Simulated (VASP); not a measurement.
# Ge (Imma) in VASP: a series of runs, part 2 of 2

VASP 6.6.1. The steps go on from the part before.

## Step 3: Single point, PBE (atoms displaced along a vibrational mode)

INCAR reads:

```
SYSTEM = Ge
ALGO = Normal
EDIFF = 1E-7
ENCUT = 520
GGA = PE
ISIF = 2
ISMEAR = 0
LASPH = .TRUE.
LCHARG = .TRUE.
LELF = .TRUE.
LREAL = .FALSE.
LVHAR = .TRUE.
LWAVE = .FALSE.
NBANDS = 21
NELM = 60
PREC = Accurate
SIGMA = 0.15
```

KPOINTS reads:

```
k-points
0
G
  18 18 18
  0 0 0
```

POSCAR reads:

```
Ge
1.0
    0.0000000000      2.8805347709      2.8805347709
    2.8805347709      0.0000000000      2.8805347709
    2.8805347709      2.8805347709      0.0000000000
Ge
2
Direct
    0.4739631680      0.5260368320      0.5260368320
    0.7760368320      0.7239631680      0.7239631680
```

Potentials or basis: VASP PAW PBE potentials, release 64 (Ge_d).

On the command line:

```console
$ cat potpaw_PBE.64/Ge_d/POTCAR > POTCAR
$ mpirun -np 1 vasp_std > vasp.out
```

OUTCAR:

```text
SYSTEM = Ge
   EDIFF = 1E-7
   ENCUT = 520
   GGA = PE
   ISIF = 2
   ISMEAR = 0
   LASPH = .TRUE.
   LREAL = .FALSE.
   NELM = 60
   PREC = Accurate

 ion  position               nearest neighbor table
   1  0.474  0.526  0.526-   2 2.33   2 2.33   2 2.68   2 2.68
   2  0.776  0.724  0.724-   1 2.33   1 2.33   1 2.68   1 2.68

  LATTYP: Found a face centered cubic cell.
 ALAT       =     5.7610695418

  Lattice vectors:

 A1 = (   0.0000000000,   2.8805347709,   2.8805347709)
 A2 = (   2.8805347709,   0.0000000000,   2.8805347709)
 A3 = (   2.8805347709,   2.8805347709,   0.0000000000)

Analysis of symmetry for initial positions (statically):
=====================================================================
 Subroutine PRICEL returns:
 Original cell was already a primitive cell.

 Routine SETGRP: Setting up the symmetry group for a
 face centered cubic supercell.

 Subroutine GETGRP returns: Found  8 space group operations
 (whereof  4 operations were pure point group operations)
 out of a pool of 48 trial point group operations.

The static configuration has the point symmetry C_2v.
 The point group associated with its full space group is D_2h.

Analysis of symmetry for dynamics (positions and initial velocities):
=====================================================================
 Subroutine PRICEL returns:
 Original cell was already a primitive cell.

 Routine SETGRP: Setting up the symmetry group for a
 face centered cubic supercell.

 Subroutine GETGRP returns: Found  8 space group operations
 (whereof  4 operations were pure point group operations)
 out of a pool of 48 trial point group operations.

The dynamic configuration has the point symmetry C_2v.
 The point group associated with its full space group is D_2h.

 Subroutine INISYM returns: Found  8 space group operations
 (whereof  4 operations are pure point group operations),
 and found     1 'primitive' translations
[... 109 lines left out ...]
   EFERMI =   0.00;   METHOD = LEGACY
   ISMEAR =     0;   SIGMA  =   0.15  broadening in eV -4-tet -1-fermi 0-gaus
   EFERMI_NEDOS =   21; number of points for ismear=-14 and -15
   IALGO  =     38    algorithm
   IMIX   =      4    mixing-type and parameters
     AMIX     =   0.40;   BMIX     =  1.00
     AMIX_MAG =   1.60;   BMIX_MAG =  1.00
  volume/ion in A,a.u.               =      23.90       161.29
  Fermi-wavevector in a.u.,A,eV,Ry     =   1.369760  2.588471 25.527818  1.876242
  Thomas-Fermi vector in A             =   2.495606
   LORBIT       =      0    0 simple, 1 ext, 2 COOP (PROOUT), +10 PAW based schemes
   GGA     = PE    functional components
   LHFCALC =     F    Hartree Fock is set to
   AEXX    =    0.0000 exact exchange contribution
   IVDW    =     0    specifies the selected vdW correction
   LEPSILON=     F    determine dielectric tensor
   LRPA    =     F    only Hartree local field effects (RPA)
 non-spin polarized calculation
 Gauss-broadening in eV      SIGMA  =   0.15
  energy-cutoff  :      520.00
  volume of cell :       47.80
 maximum number of plane-waves:      1307
   NGX = 15   NGY = 15   NGZ = 15

 number of electron      28.0000012 magnetization

 Free energy of the ion-electron system (eV)
  ---------------------------------------------------
  ext. energy  EPLUGINS =         0.00000000
  ---------------------------------------------------
  free energy    TOTEN  =        -8.60528032 eV

  energy without entropy =       -8.60227493  energy(sigma->0) =       -8.60377763

 E-fermi :   4.6657     XC(G=0):  -9.6881

 val. band max:        4.6619931354   @ k =  -0.3333  -0.1111  -0.1111
 cond. band min:       4.6681614456   @ k =   0.0556  -0.4444   0.5000
 fundamental gap:      0.0061683102
 Fermi energy:         4.6657086503

 k-point     1 :       0.0000    0.0000    0.0000
  band No.  band energies     occupation
      1     -20.4163      2.00000
      2     -20.4061      2.00000
      3     -20.3555      2.00000
      4     -20.3273      2.00000
      5     -20.3120      2.00000
      6     -20.1871      2.00000
[... 565 lines left out ...]
     20      12.6176      0.00000
     21      13.8481      0.00000

 [... further k-points ...]

------------------------ aborting loop because EDIFF is reached ----------------------------------------

  FORCE on cell =-STRESS in cart. coord.  units (eV):
  Direction    XX          YY          ZZ          XY          YZ          ZX
  --------------------------------------------------------------------------------------
  -------------------------------------------------------------------------------------
  Total        0.0256666      1.0799857      1.0799857      0.0000000      2.4383310      0.0000000
  in kB        0.8602593     36.1975528     36.1975528      0.0000000     81.7248013      0.0000000
  external PRESSURE =      24.4184550 kB  Pullay stress =       0.0000000 kB

 VOLUME and BASIS-vectors are now :
 -----------------------------------------------------------------------------
  energy-cutoff  :      520.00
  volume of cell :       47.80
      direct lattice vectors                 reciprocal lattice vectors
     0.000000000  2.880534771  2.880534771    -0.173578880  0.173578880  0.173578880
     2.880534771  0.000000000  2.880534771     0.173578880 -0.173578880  0.173578880
     2.880534771  2.880534771  0.000000000     0.173578880  0.173578880 -0.173578880

 POSITION                                       TOTAL-FORCE (eV/Angst)
 -----------------------------------------------------------------------------------
      3.03053      2.88053      2.88053        -2.727860     -0.000000     -0.000000
      4.17080      4.32080      4.32080         2.727860      0.000000      0.000000
 -----------------------------------------------------------------------------------
    total drift:                               -0.000000     -0.000000      0.000000

  FREE ENERGIE OF THE ION-ELECTRON SYSTEM (eV)
  ---------------------------------------------------
  free  energy   TOTEN  =        -8.6052803200 eV

  energy  without entropy=       -8.6022749345  energy(sigma->0) =       -8.60377763
```

OSZICAR:

```text
N       E                     dE             d eps       ncg     rms          rms(c)
DAV:   1     0.196099551381E+03    0.19610E+03   -0.14669E+04 40439   0.359E+03
DAV:   2     0.201267392950E+02   -0.17597E+03   -0.17059E+03 36490   0.626E+02
DAV:   3    -0.769825841882E+01   -0.27825E+02   -0.27647E+02 41715   0.145E+02
DAV:   4    -0.866874093217E+01   -0.97048E+00   -0.96990E+00 41050   0.319E+01
DAV:   5    -0.868507520193E+01   -0.16334E-01   -0.16334E-01 41434   0.460E+00    0.305E+00
DAV:   6    -0.863161168259E+01    0.53464E-01   -0.21518E-02 51651   0.195E+00    0.179E+00
DAV:   7    -0.860342568180E+01    0.28186E-01   -0.45650E-02 40891   0.262E+00    0.147E-01
DAV:   8    -0.860510734991E+01   -0.16817E-02   -0.81989E-03 41106   0.126E+00    0.452E-02
DAV:   9    -0.860526614072E+01   -0.15879E-03   -0.23973E-04 41066   0.141E-01    0.186E-02
DAV:  10    -0.860527816257E+01   -0.12022E-04   -0.36532E-05 45858   0.910E-02    0.629E-03
DAV:  11    -0.860528006103E+01   -0.18985E-05   -0.79423E-06 39975   0.391E-02    0.358E-03
DAV:  12    -0.860528032310E+01   -0.26207E-06   -0.40218E-07 35526   0.979E-03    0.800E-04
DAV:  13    -0.860528031997E+01    0.31268E-08   -0.94707E-08 26542   0.500E-03
   1 F= -.86052803E+01 E0= -.86037776E+01  d E =-.300539E-02
```

Wall time 19 min (1 thread of Intel Xeon 8259CL, shared host); peak memory 0.72 GiB.

What came out:

- Free energy: -8.6053 eV
- Pressure: 2.4 GPa
- Largest force: 2.728 eV/Å
- Band gap on the k mesh: zero (bands 14 and 15 overlap by 1.39 eV)

Forces in eV/Å, atoms in the order of the input:
```
Ge  -2.728  0.000  0.000
Ge   2.728  0.000  0.000
```

Stress tensor (GPa, compression positive):
```
0.09 0.00 0.00
0.00 3.62 8.17
0.00 8.17 3.62
```

Caveat: the cell differs from its parent crystal (atoms displaced along a vibrational mode); forces of over 1 eV/Å act on the atoms, so gaps and moduli don't describe the material at rest.
